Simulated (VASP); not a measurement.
Input of a VASP 6.6.1 run:

The input INCAR:

```
  PREC = Accurate
  ENCUT = 520
  EDIFF = 1E-8
  ISMEAR = -1
  SIGMA = 0.05
  LREAL = F
  LASPH = T
  NELM = 60
  ALGO = Normal
  ISIF = 2
  LWAVE = F
  LCHARG = F
  GGA = CA
  LEFG = T
  NBANDS = 30
```

Contents of KPOINTS:

```
Automatic mesh
0
Gamma
  8 8 8
```

Contents of POSCAR:

```
SnPt3
1.0
    3.9731535535      0.0000000000      0.0000000000
    0.0000000000      3.9731535535      0.0000000000
    0.0000000000      0.0000000000      3.9731535535
Sn Pt
1 3
Direct
    0.0000000000      0.0000000000      0.0000000000
    0.0000000000      0.5000000000      0.5000000000
    0.5000000000      0.0000000000      0.5000000000
    0.5000000000      0.5000000000      0.0000000000
```

Potentials or basis: VASP PAW LDA potentials, release 64 (Sn_d, Pt).

Launch:

```sh
$ cat potpaw_LDA.64/Sn_d/POTCAR potpaw_LDA.64/Pt/POTCAR > POTCAR
$ mpirun -np 1 vasp_std > vasp.out
```

(1) What does it give for the band gap on the k mesh?

(2) Predict the pressure.

Answers

(1) zero (band 22 reaches 12.35 eV, above the bottom of band 23 at 11.88 eV).

(2) 2.0 GPa.

Caveat: without QUAD_EFG the Cq values of the log hold for a quadrupole moment of 1 mb, not for the nuclei; spin-orbit coupling is left out, which moves the levels of the heavy elements.
